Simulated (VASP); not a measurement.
# TaN: electric field gradients with PBE

The system is TaN.

```xyz
2
Lattice="2.9086 0.0000 0.0000 -1.4543 2.5189 0.0000 0.0000 0.0000 2.8830" Properties=species:S:1:pos:R:3 pbc="T T T"
Ta    0.0000    1.6793    1.4415
N     0.0000    0.0000    0.0000
```

This cell differs from its parent crystal: equal xx and yy strain of -1 %.

```
Program                : VASP 6.6.1
Task                   : electric field gradients
Functional             : PBE
Potentials or basis    : VASP PAW PBE potentials, release 64 (Ta_pv, N)
Cutoff                 : 520 eV
k mesh                 : 12 × 12 × 10
Occupations            : fermi-dirac, width 0.02 eV
Spin                   : no spin polarisation
Dipole correction      : no
Further INCAR settings : ALGO = Normal; EDIFF = 1e-08; NBANDS = 15
```

- Pressure: 12.7 GPa
- Band gap on the k mesh: zero (bands 8 and 9 overlap by 0.47 eV)
- Largest electric field gradient by atom: Ta +23.3; N +2.1 V/Å²

Stress tensor (GPa, compression positive):
```
14.26  0.00  0.00
 0.00 14.26  0.00
 0.00  0.00  9.67
```

Levels at points of the mesh, in eV from the Fermi level:
```tsv
k point	band 4	band 5	band 6	band 7	band 8	band 9	band 10	band 11	band 12	band 13
(0.00, 0.00, 0.00)	-18.03	-4.68	-4.68	-4.44	-3.12	2.34	3.51	3.51	3.99	3.99
(0.50, 0.00, 0.00)	-15.65	-8.50	-5.49	-3.68	-3.28	2.94	4.12	5.17	5.41	7.47
(0.00, 0.00, 0.50)	-15.31	-9.59	-3.85	-3.85	-0.21	-0.21	2.20	3.35	3.35	8.32
(0.50, 0.00, 0.50)	-16.02	-7.54	-6.39	-5.84	-0.47	4.19	5.46	6.03	7.18	10.34
```

Electric field gradients, principal values (V/Å²):
```
atom    least   middle  greatest (by size)
1 Ta  -11.654  -11.654              23.308
 2 N   -1.043   -1.045               2.088
```

Wall time 30 s on 1 thread of Intel(R) Xeon(R) Platinum 8375C CPU @ 2.90GHz (Ice Lake), with other jobs on the host, peak memory 0.17 GiB.

Caveat: the cell differs from its parent crystal (equal xx and yy strain of -1 %); the cell stands under pressure; without QUAD_EFG the Cq values of the log hold for a quadrupole moment of 1 mb, not for the nuclei; spin-orbit coupling is left out, which moves the levels of the heavy elements.
